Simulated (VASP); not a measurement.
Crystal: ScH3Br2.

```xyz
6
Lattice="3.7060 0.0000 0.0000 -1.8530 3.2094 0.0000 0.0000 0.0000 9.0806" Properties=species:S:1:pos:R:3 pbc="T T T"
Sc    0.0000    0.0000    0.0000
H     0.0000    2.1396    1.5731
H     1.8530    1.0698    7.5075
H     0.0000    0.0000    4.5403
Br    0.0000    2.1396    6.0278
Br    1.8530    1.0698    3.0528
```

The cell was generated, and may not be a known phase.

| Property | Result |
| --- | --- |
| Program | VASP 6.6.1 |
| Task | relaxation of cell and atoms |
| Functional | PBE |
| Potentials or basis | VASP PAW PBE potentials, release 64 (Sc_sv, H, Br) |
| Cutoff | 600 eV |
| k mesh | 6 × 6 × 2 |
| Occupations | gaussian, width 0.1 eV |
| Spin | no spin polarisation |

At the start: pressure -9.3 GPa; volume 18.00 Å³/atom.

Problem. Where does the relaxation end?

Solution. Over 16 steps the energy falls by 662.1 meV/atom and the volume is 13.28 Å³/atom (-26.2 %); space group P-3m1 (No. 164, to 0.1 Å) before and after.

Step by step:
```tsv
step	energy change (eV)	largest force (eV/Å)	pressure (GPa)	volume (Å³)
1	0.0000	1.7951	-9.33	108.01
2	-1.2684	1.9960	-6.53	92.37
3	-2.1233	2.0277	3.23	75.04
4	-2.1299	1.9859	7.52	71.08
5	-2.8973	1.4355	8.75	69.34
6	-3.0540	0.4977	12.63	67.02
7	-3.1129	0.8533	11.01	67.80
8	-3.7014	0.5582	-1.23	79.48
9	-3.7136	0.5098	-2.78	81.91
10	-3.8932	0.3902	-1.54	80.79
11	-3.9255	0.3219	-0.59	80.09
12	-3.9518	0.2193	0.21	78.99
13	-3.9609	0.1043	1.17	77.80
14	-3.9697	0.0360	-0.06	79.41
15	-3.9697	0.0384	-0.02	79.35
16	-3.9727	0.0235	-0.10	79.68
```

Final structure:
```xyz
6
Lattice="3.4851 0.0000 0.0000 -1.7425 3.0182 0.0000 0.0000 0.0000 7.5753" Properties=species:S:1:pos:R:3 pbc="T T T"
Sc    0.0000    0.0000    0.0000
H     0.0000    2.0121    0.3325
H     1.7425    1.0061    7.2429
H     0.0000    0.0000    3.7877
Br    0.0000    2.0121    5.2079
Br    1.7425    1.0061    2.3675
```

Caveat: the volume moved by over 15 % at a fixed basis, so the end points are rough.
